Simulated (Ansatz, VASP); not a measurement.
InP in VASP and in Ansatz

```
CELL_PARAMETERS angstrom
0.00000 2.95381 2.95381
2.95381 0.00000 2.95381
2.95381 2.95381 0.00000
ATOMIC_POSITIONS crystal
In 0.00000 0.00000 0.00000
P 0.25000 0.25000 0.25000
```

Alike in both runs: task single point; functional PBEsol; k mesh 6 × 6 × 6; occupations gaussian, width 0.001 eV; no spin polarisation.

```csv
,VASP,Ansatz
version,VASP 6.6.1,Ansatz 0.2.0
potentials or method,"VASP PAW PBE potentials, release 64 (In_d, P)",plane waves
plane-wave cutoff (eV),500,420
valence electrons in the cell,18,18
```

|  | VASP | Ansatz | Ansatz less VASP |
| --- | --- | --- | --- |
| gap on the k mesh at the Fermi level (eV) | 0.48 | 0.49 | +0.002 |
| pressure (GPa) | -1.0 | -1.0 | +0.01 |

VASP's potentials were made for PBE, not for PBEsol.
